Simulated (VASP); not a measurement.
# Nb2PdSe5 (I4/mmm) in VASP: relaxation of cell and atoms with PBE

Aim: the relaxation of cell and atoms of Nb2PdSe5 with PBE.

Program: VASP 6.6.1. These are calculated values, not measurements. Logs are shortened: lines on timing, memory, paths and dates and some standing lists are left out, and cuts for length are marked.

## (1) The cell of the first run

It takes space group I4/mmm (No. 139, tetragonal). Conventional cell: a = 4.662 Å, b = 4.662 Å, c = 16.887 Å, α = 90.00°, β = 90.00°, γ = 90.00°. Within 3.8 Å of Nb (site symmetry 4mm) lie 8 Se at 2.90 to 2.96 Å and 4 Nb at 3.30 Å. Pd (site symmetry 4/mmm) has 12 Se at 3.30 to 3.38 Å and 2 Nb at 4.28 Å within 4.3 Å. Within 4.3 Å of Se (site symmetry 4/mmm) lie 4 Pd at 3.30 Å and 8 Se at 3.38 Å and 2 Nb at 4.17 Å. Se (site symmetry 2mm) has 4 Nb at 2.90 to 2.96 Å and 7 Se at 3.30 to 3.55 Å and 2 Pd at 3.38 Å within 3.8 Å.

The cell was generated, and may not be a known phase.

## (2) Relaxation of cell and atoms, PBE

INCAR reads:

```
PREC = Accurate
ENCUT = 600
EDIFF = 1E-7
ISMEAR = 0
SIGMA = 0.15
LREAL = F
LASPH = T
NELM = 100
ALGO = Normal
ISIF = 3
LWAVE = F
LCHARG = F
GGA = PE
IBRION = 2
NSW = 36
EDIFFG = -0.08
```

KPOINTS reads:

```
regular mesh
0
Gamma
  4 4 4
```

POSCAR reads:

```
Nb2PdSe5
1.0
   -2.3310651300      2.3310651300      8.4434420000
    2.3310651300     -2.3310651300      8.4434420000
    2.3310651300      2.3310651300     -8.4434420000
Nb Pd Se
2 1 5
Direct
    0.7466854500      0.7466854500      0.0000000000
    0.2533145500      0.2533145500      0.0000000000
    0.0000000000      0.0000000000      0.0000000000
    0.5000000000      0.5000000000      0.0000000000
    0.8551761700      0.3551761700      0.5000000000
    0.3551761700      0.8551761700      0.5000000000
    0.1448238300      0.6448238300      0.5000000000
    0.6448238300      0.1448238300      0.5000000000
```

Potentials or basis: VASP PAW PBE potentials, release 64 (Nb_sv, Pd, Se).

On the command line:

```sh
cat potpaw_PBE.64/Nb_sv/POTCAR potpaw_PBE.64/Pd/POTCAR potpaw_PBE.64/Se/POTCAR > POTCAR
mpirun -np 1 vasp_std > vasp.out
```

OUTCAR:

```text
PREC = Accurate
   ENCUT = 600
   EDIFF = 1E-7
   ISMEAR = 0
   LREAL = F
   LASPH = T
   NELM = 100
   ISIF = 3
   GGA = PE
   IBRION = 2
   NSW = 36
   EDIFFG = -0.08

 ion  position               nearest neighbor table
   1  0.747  0.747  0.000-   8 2.90   7 2.90   7 2.90   8 2.90
   2  0.253  0.253  0.000-   5 2.90   6 2.90   5 2.90   6 2.90
   3  0.000  0.000  0.000-
   4  0.500  0.500  0.000-
   5  0.855  0.355  0.500-   2 2.90   2 2.90
   6  0.355  0.855  0.500-   2 2.90   2 2.90
   7  0.145  0.645  0.500-   1 2.90   1 2.90
   8  0.645  0.145  0.500-   1 2.90   1 2.90

  LATTYP: Found a body centered tetragonal cell.
 ALAT       =     4.6621302600
 C/A-ratio  =     3.6221390348

  Lattice vectors:

 A1 = (  -2.3310651300,   2.3310651300,   8.4434420000)
 A2 = (   2.3310651300,  -2.3310651300,   8.4434420000)
 A3 = (   2.3310651300,   2.3310651300,  -8.4434420000)

Analysis of symmetry for initial positions (statically):
=====================================================================
 Subroutine PRICEL returns:
 Original cell was already a primitive cell.

 Routine SETGRP: Setting up the symmetry group for a
 body centered tetragonal supercell.

 Subroutine GETGRP returns: Found 16 space group operations
 (whereof 16 operations were pure point group operations)
 out of a pool of 16 trial point group operations.

The static configuration has the point symmetry D_4h.

Analysis of symmetry for dynamics (positions and initial velocities):
=====================================================================
 Subroutine PRICEL returns:
 Original cell was already a primitive cell.

 Routine SETGRP: Setting up the symmetry group for a
 body centered tetragonal supercell.

 Subroutine GETGRP returns: Found 16 space group operations
 (whereof 16 operations were pure point group operations)
 out of a pool of 16 trial point group operations.

The dynamic configuration has the point symmetry D_4h.

 Subroutine INISYM returns: Found 16 space group operations
 (whereof 16 operations are pure point group operations),
 and found     1 'primitive' translations

----------------------------------------------------------------------------------------

                                     Primitive cell

  volume of cell :     183.5221

  direct lattice vectors                    reciprocal lattice vectors
    -2.331065130  2.331065130  8.443442000     0.000000000  0.214494221  0.059217556
[... 87 lines left out ...]
   LREAL  =      F    real-space projection
   EDIFFG = -.8E-01   stopping-criterion for IOM
   NSW    =     36    number of steps for IOM
   IBRION =      2    ionic relax: 0-MD 1-quasi-New 2-CG
   NFREE  =      1    steps in history (QN), initial steepest desc. (CG)
   ISIF   =      3    stress and relaxation
   ISYM   =      2    0-nonsym 1-usesym 2-fastsym
   POTIM  = 0.5000    time-step for ionic-motion
   TEBEG  =    0.0;   TEEND  =   0.0 temperature during run
   PSTRESS=    0.0 pullay stress
   NELECT =      66.0000    total number of electrons
   NUPDOWN=      -1.0000    fix difference up-down
   EMIN   =  10.00;   EMAX   =-10.00  energy-range for DOS
   EFERMI =   0.00;   METHOD = LEGACY
   ISMEAR =     0;   SIGMA  =   0.15  broadening in eV -4-tet -1-fermi 0-gaus
   EFERMI_NEDOS =   21; number of points for ismear=-14 and -15
   IALGO  =     38    algorithm
   IMIX   =      4    mixing-type and parameters
     AMIX     =   0.40;   BMIX     =  1.00
     AMIX_MAG =   1.60;   BMIX_MAG =  1.00
  volume/ion in A,a.u.               =      22.94       154.81
  Fermi-wavevector in a.u.,A,eV,Ry     =   1.164198  2.200014 18.440739  1.355356
  Thomas-Fermi vector in A             =   2.300738
   LORBIT       =      0    0 simple, 1 ext, 2 COOP (PROOUT), +10 PAW based schemes
   GGA     = PE    functional components
   LHFCALC =     F    Hartree Fock is set to
   AEXX    =    0.0000 exact exchange contribution
   IVDW    =     0    specifies the selected vdW correction
   LEPSILON=     F    determine dielectric tensor
   LRPA    =     F    only Hartree local field effects (RPA)
 conjugate gradient relaxation of ions
 non-spin polarized calculation
 Gauss-broadening in eV      SIGMA  =   0.15
  energy-cutoff  :      600.00
  volume of cell :      183.52
 maximum number of plane-waves:      6158
   NGX = 37   NGY = 37   NGZ = 37

--------------------------------------- Ionic step        1  -------------------------------------------

 number of electron      66.0000002 magnetization

 Free energy of the ion-electron system (eV)
  ---------------------------------------------------
  ext. energy  EPLUGINS =         0.00000000
  ---------------------------------------------------
  free energy    TOTEN  =       -43.28456986 eV

  energy without entropy =      -43.17869459  energy(sigma->0) =      -43.23163223

------------------------ aborting loop because EDIFF is reached ----------------------------------------

  FORCE on cell =-STRESS in cart. coord.  units (eV):
  Direction    XX          YY          ZZ          XY          YZ          ZX
  --------------------------------------------------------------------------------------
  -------------------------------------------------------------------------------------
  Total      -12.7649557    -12.7649557    -17.0154061      0.0000000      0.0000000     -0.0000000
  in kB     -111.4401176   -111.4401176   -148.5472338      0.0000000      0.0000000     -0.0000000
  external PRESSURE =    -123.8091563 kB  Pullay stress =       0.0000000 kB
[... 107 lines left out ...]
  FREE ENERGIE OF THE ION-ELECTRON SYSTEM (eV)
  ---------------------------------------------------
  free  energy   TOTEN  =       -44.8365124928 eV

  energy  without entropy=      -44.7460509718  energy(sigma->0) =      -44.79128173

[... ionic steps 4 to 14 ...]

--------------------------------------- Ionic step       15  -------------------------------------------

 number of electron      65.9999999 magnetization

------------------------ aborting loop because EDIFF is reached ----------------------------------------
[... 79 lines left out ...]
--------------------------------------- Ionic step       17  -------------------------------------------

 number of electron      66.0000000 magnetization

 Free energy of the ion-electron system (eV)
  ---------------------------------------------------
  ext. energy  EPLUGINS =         0.00000000
  ---------------------------------------------------
  free energy    TOTEN  =       -45.40268841 eV

  energy without entropy =      -45.34521551  energy(sigma->0) =      -45.37395196

 E-fermi :   8.1046     XC(G=0): -11.4200

 val. band max:        8.0768439359   @ k =   0.5000   0.5000   0.0000
 cond. band min:       8.1237876131   @ k =   0.5000   0.5000   0.2500
 fundamental gap:      0.0469436772
 Fermi energy:         8.1046154443

 k-point     1 :       0.0000    0.0000    0.0000
  band No.  band energies     occupation
      1     -47.4909      2.00000
      2     -47.4508      2.00000
      3     -23.6470      2.00000
      4     -23.6470      2.00000
      5     -23.6241      2.00000
      6     -23.5499      2.00000
[... 570 lines left out ...]
  FREE ENERGIE OF THE ION-ELECTRON SYSTEM (eV)
  ---------------------------------------------------
  free  energy   TOTEN  =       -45.4026884051 eV

  energy  without entropy=      -45.3452155056  energy(sigma->0) =      -45.37395196

 reached required accuracy - stopping structural energy minimisation
```

CONTCAR:

```text
Nb2PdSe5
   1.00000000000000
    -2.3269813623275217    2.3269813623275217    6.8033472400003525
     2.3269813623275217   -2.3269813623275217    6.8033472400003525
     2.3269813623275217    2.3269813623275217   -6.8033472400003525
  Nb              Pd              Se
     2     1     5
Direct
     0.7549265272005021    0.7549265272005021    0.0000000000000000
     0.2450734727994978    0.2450734727994978    0.0000000000000000
     0.0000000000000000    0.0000000000000000    0.0000000000000000
     0.5000000000000000    0.5000000000000000    0.0000000000000000
     0.8582630154533332    0.3582630154533331    0.5000000000000000
     0.3582630154533331    0.8582630154533332    0.5000000000000000
     0.1417369845466669    0.6417369845466668    0.5000000000000000
     0.6417369845466668    0.1417369845466669    0.5000000000000000

  0.00000000E+00  0.00000000E+00  0.00000000E+00
  0.00000000E+00  0.00000000E+00  0.00000000E+00
  0.00000000E+00  0.00000000E+00  0.00000000E+00
  0.00000000E+00  0.00000000E+00  0.00000000E+00
  0.00000000E+00  0.00000000E+00  0.00000000E+00
  0.00000000E+00  0.00000000E+00  0.00000000E+00
  0.00000000E+00  0.00000000E+00  0.00000000E+00
  0.00000000E+00  0.00000000E+00  0.00000000E+00
```

Run time: 62 min. Hardware: 1 thread of Intel Xeon 6975P-C (Granite Rapids), shared host; peak memory 0.88 GiB.

What came out:

* Free energy: -45.4027 eV
* Relaxed volume: 18.42 Å³/atom
* Relaxed cell: a = 7.557 Å, b = 7.557 Å, c = 7.557 Å, α = 144.13°, β = 144.13°, γ = 51.63°
* Space group after relaxing (to 0.1 Å): I4/mmm (No. 139)
* Energy gained by relaxing: 264.8 meV/atom
* Ionic steps: 17
* Pressure after relaxing: -0.1 GPa
* Largest force after relaxing: 0.074 eV/Å
* Band gap on the k mesh: zero (bands 33 and 34 overlap by 0.01 eV)

Forces in eV/Å, atoms in the order of the input:
```
Nb   0.000  0.000 -0.074
Nb   0.000  0.000  0.074
Pd   0.000  0.000  0.000
Se   0.000  0.000  0.000
Se   0.000  0.000  0.000
Se   0.000  0.000  0.000
Se   0.000  0.000  0.000
Se   0.000  0.000  0.000
```

Stress tensor (GPa, compression positive):
```
 0.09  0.00  0.00
 0.00  0.09  0.00
 0.00  0.00 -0.35
```

Step by step:
```csv
step,energy change (eV),largest force (eV/Å),pressure (GPa),volume (Å³)
1,0.0000,1.7299,-12.38,183.52
2,-0.9470,0.8143,14.91,140.31
3,-1.5519,0.5629,0.72,154.69
4,-1.5524,0.5685,1.13,154.14
5,-1.7388,0.4464,0.69,154.61
6,-1.8350,0.5470,0.35,154.99
7,-1.9014,0.3582,-1.73,156.22
8,-1.9252,0.1629,-3.76,157.52
9,-1.9495,0.1504,-3.68,156.81
10,-2.0139,0.1079,-3.32,154.68
11,-2.0840,0.2775,-2.15,150.31
12,-2.0856,0.3111,-1.90,149.57
13,-2.1028,0.2785,-0.93,148.45
14,-2.1097,0.2455,0.08,147.34
15,-2.1099,0.2391,0.27,147.14
16,-2.1132,0.1970,0.19,147.19
17,-2.1181,0.0735,-0.06,147.36
```

Final structure:
```
Nb Pd Se
1.0
    -2.32698    2.32698    6.80335
     2.32698   -2.32698    6.80335
     2.32698    2.32698   -6.80335
Nb Pd Se
2 1 5
Direct
  0.75493 0.75493 0.00000
  0.24507 0.24507 0.00000
  0.00000 0.00000 0.00000
  0.50000 0.50000 0.00000
  0.85826 0.35826 0.50000
  0.35826 0.85826 0.50000
  0.14174 0.64174 0.50000
  0.64174 0.14174 0.50000
```

Caveat: the volume moved by over 15 % at a fixed basis, so the end points are rough; the relaxation stopped at a loose force limit of 0.08 eV/Å, so its end isn't a converged minimum.

The gap in the log of VASP goes by the Fermi energy; the results here count the filled bands.